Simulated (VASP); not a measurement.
A run of VASP 6.6.1 is set up as follows.

INCAR

```
  PREC = Accurate
  ENCUT = 520
  EDIFF = 1E-8
  ISMEAR = -1
  SIGMA = 0.05
  LREAL = False
  LASPH = True
  NELM = 60
  ALGO = Normal
  ISIF = 2
  LWAVE = False
  LCHARG = True
  IBRION = 8
  NSW = 1
```

Contents of KPOINTS:

```
regular mesh
0
Gamma
  6 6 6
```

File POSCAR:

```
InAs
1.0
    0.0000000000      3.0180000000      3.0180000000
    3.0180000000      0.0000000000      3.0180000000
    3.0180000000      3.0180000000      0.0000000000
In As
1 1
Direct
    0.0000000000      0.0000000000      0.0000000000
    0.7500000000      0.7500000000      0.7500000000
```

Potentials or basis: VASP PAW LDA potentials, release 64 (In_d, As).

Run with:

```bash
$ cat potpaw_LDA.64/In_d/POTCAR potpaw_LDA.64/As/POTCAR > POTCAR
$ mpirun -np 1 vasp_std > vasp.out
```

Question: Predict the highest phonon frequency at Γ, LO-TO splitting left out.

Answer: 211 cm⁻¹.

Phonon frequencies in cm⁻¹ (negative: imaginary):
```
              q point        frequencies
(0.000, 0.000, 0.000)  0 0 0 211 211 211
```
